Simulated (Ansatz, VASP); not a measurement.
# One calculation of ZnSe, two programs

```
CELL_PARAMETERS angstrom
0.00000 2.83865 2.83865
2.83865 0.00000 2.83865
2.83865 2.83865 0.00000
ATOMIC_POSITIONS crystal
Zn 0.00000 0.00000 0.00000
Se 0.75000 0.75000 0.75000
```

Alike in both runs: task single point; functional r2SCAN; dispersion rVV10; k mesh 8 × 8 × 8; occupations gaussian, width 0.05 eV; no spin polarisation.

```csv
,VASP,Ansatz
version,VASP 6.6.1,Ansatz 0.2.0
potentials or method,"VASP PAW PBE potentials, release 64 (Zn, Se), cutoff 520 eV","scalar-relativistic, plane waves, PAW"
valence electrons in the cell,18,28
```

|  | VASP | Ansatz | Ansatz less VASP |
| --- | --- | --- | --- |
| gap on the k mesh at the Fermi level (eV) | 1.80 | 1.80 | -0.004 |
| least direct gap on the mesh (eV) | 1.80 | 1.80 | -0.004 |
| pressure (GPa) | -1.0 | -1.3 | -0.24 |

VASP's potentials were made for PBE, not for r2SCAN. VASP's potentials hold 18 valence electrons a cell and Ansatz's 28, so a difference there can come from the potentials and not from the codes.
